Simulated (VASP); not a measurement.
Here is a VASP 6.6.1 calculation.

Contents of INCAR:

```
PREC = Accurate
ENCUT = 520
EDIFF = 1E-8
ISMEAR = 0
SIGMA = 0.01
LREAL = F
LASPH = T
NELM = 80
ALGO = Normal
ISIF = 2
LWAVE = F
LCHARG = F
GGA = PE
IBRION = 8
NSW = 1
LEPSILON = T
```

KPOINTS

```
Automatic mesh
0
Gamma
  8 8 8
```

POSCAR

```
LiCl
1.0
    0.0000000000      2.5754113221      2.5754113221
    2.5754113221      0.0000000000      2.5754113221
    2.5754113221      2.5754113221      0.0000000000
Li Cl
1 1
Direct
    0.5000000000      0.5000000000      0.5000000000
    0.0000000000      0.0000000000      0.0000000000
```

Potentials or basis: VASP PAW PBE potentials, release 64 (Li_sv, Cl).

Command:

```console
$ cat potpaw_PBE.64/Li_sv/POTCAR potpaw_PBE.64/Cl/POTCAR > POTCAR
$ mpirun -np 1 vasp_std > vasp.out
```

Question: What does it give for the electronic dielectric tensor (diagonal)?

Answer: 2.95.

Question: Estimate the Born charges (mean of the diagonal).

Answer: Li +1.19; Cl -1.19 e.

Question: Estimate the highest phonon frequency at Γ, LO-TO splitting left out.

Answer: 167 cm⁻¹.

Born effective charge tensors (e):
atom 1, Li
```
1.19 0.00 0.00
0.00 1.19 0.00
0.00 0.00 1.19
```
atom 2, Cl
```
-1.19  0.00  0.00
 0.00 -1.19  0.00
 0.00  0.00 -1.19
```
